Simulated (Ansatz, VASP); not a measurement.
## AlMoO: VASP beside Ansatz

```
Al Mo O
1.0
     2.81608    4.87758    0.00000
    -2.81608    4.87758    0.00000
     0.00000    0.00000    3.55938
Al Mo O
3 3 3
Cartesian
  -1.4061 4.8776 0.0000
  2.1111 3.6565 0.0000
  -0.7050 1.2211 0.0000
  0.4870 4.8776 1.7797
  1.1645 2.0170 1.7797
  -1.6515 2.8606 1.7797
  0.0000 3.2517 0.0000
  0.0000 6.5034 0.0000
  0.0000 0.0000 1.7797
```

Alike in both runs: task single point; functional PBE; k mesh 4 × 4 × 5; no spin polarisation.

```csv
,VASP,Ansatz
version,VASP 6.6.1,Ansatz 0.2.0
potentials or method,"VASP PAW PBE potentials, release 64 (Al, Mo_sv, O), cutoff 600 eV",PAW plane waves
occupations,"fermi-dirac, width 0.1 eV",fermi-dirac
valence electrons in the cell,69,69
```

|  | VASP | Ansatz | Ansatz less VASP |
| --- | --- | --- | --- |
| gap on the k mesh at the Fermi level (eV) | none | none | - |
| pressure (GPa) | 26.1 | 26.0 | -0.04 |
| traceless stress, the component that is largest in VASP (GPa) | -4.81 | -4.79 | +0.022 |
| rms of the force components (eV/Å) | 0.584 | 0.588 | +0.0038 |

Atom by atom the forces differ by 0.004 eV/Å (rms over components). A gap of «none» marks a metal or a gap that the smearing closes. Ansatz's warnings: structure snapped to symmetry.
